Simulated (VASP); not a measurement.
Runs of VASP 6.6.1 on KF. The structure is that of space group I4/mmm (No. 139), or close to it. The cells are those of the table. 

| cell | gap on the mesh (eV) | pressure (GPa) |
| --- | --- | --- |
| a = 3.720, b = 3.783, c = 3.716 Å, angles 59.5, 61.2, 59.4°, 2 atoms | 5.90 | -2.4 |
| a = 3.388, b = 3.528, c = 3.781 Å, angles 55.1, 58.7, 66.2°, 2 atoms | 5.56 | 13.8 |
| a = 3.452, b = 3.589, c = 3.781 Å, angles 55.8, 59.3, 64.9°, 2 atoms | 5.86 | 7.2 |
| a = 3.862, b = 3.892, c = 3.683 Å, angles 61.2, 62.1, 56.7°, 2 atoms | 5.58 | -3.2 |
| a = 3.517, b = 3.584, c = 3.716 Å, angles 57.6, 59.3, 63.1°, 2 atoms | 6.24 | 3.9 |
| a = 3.517, b = 3.451, c = 3.588 Å, angles 59.9, 58.1, 62.0°, 2 atoms | 6.75 | (b) |
| a = 3.517, b = 3.550, c = 3.683 Å, angles 58.1, 59.0, 62.8°, 2 atoms | 6.37 | 4.7 |
| a = 3.452, b = 3.554, c = 3.748 Å, angles 56.3, 59.0, 64.7°, 2 atoms | 5.99 | (a) |

Alike in all rows: task single point; level LDA; potentials or basis VASP PAW LDA potentials, release 64 (K_sv, F); no spin polarisation; k mesh 8 × 8 × 8; cutoff (eV) 520; smearing gaussian 0.05 eV.

Q: Estimate the missing entries.

A: (a) 7.8; (b) 7.9.

A k mesh can miss the band edges.
